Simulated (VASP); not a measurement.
Wanted: the native input for a VASP 6.6.1 run.

| Quantity | Value |
| --- | --- |
| Task | single point |
| Functional | PBE |
| Potentials or basis | VASP PAW PBE potentials, release 64 (Zr_sv) |
| Cutoff | 520 eV |
| k mesh | 6 × 6 × 2 |
| Occupations | gaussian, width 0.1 eV |
| Spin | no spin polarisation |
| Dipole correction | no |
| Further INCAR settings | ALGO = Fast; EDIFF = 1e-06; NBANDS = 58 |

The structure of Zr lies in POSCAR:

```
Zr
1.0
    4.9098304877      0.0000000000      0.0000000000
   -2.4549152438      4.2520379307      0.0000000000
    0.0000000000      0.0000000000     11.9779988732
Zr
8
Direct
    0.0000000000      0.0000000000      0.1162309182
    0.0000000000      0.0000000000      0.6162309182
    0.0000000000      0.0000000000      0.3837690818
    0.0000000000      0.0000000000      0.8837690818
    0.3333333333      0.6666666667     -0.0000411201
    0.6666666667      0.3333333333      0.4999588799
    0.3333333333      0.6666666667      0.5000411201
    0.6666666667      0.3333333333      1.0000411201
```

This isn't the form of Zr at room conditions, which is hcp.

One way to write it, as run:

INCAR

```
  PREC = Accurate
  ENCUT = 520
  EDIFF = 1E-6
  ISMEAR = 0
  SIGMA = 0.1
  LREAL = F
  LASPH = T
  NELM = 80
  ALGO = Fast
  ISIF = 2
  LWAVE = F
  LCHARG = F
  GGA = PE
  NBANDS = 58
```

KPOINTS

```
regular mesh
0
Gamma
  6 6 2
```

Potentials or basis: VASP PAW PBE potentials, release 64 (Zr_sv).

The run is started by

```sh
$ cat potpaw_PBE.64/Zr_sv/POTCAR > POTCAR
$ mpirun -np 1 vasp_std > vasp.out
```

It gave:

```
Pressure               : 0.1 GPa
Largest force          : 0.023 eV/Å
Band gap on the k mesh : zero (bands 48 and 49 overlap by 0.65 eV)
```

It took 8.9 min on 1 thread of Intel(R) Xeon(R) 6975P-C (Granite Rapids) (shared host), peak memory 0.43 GiB.
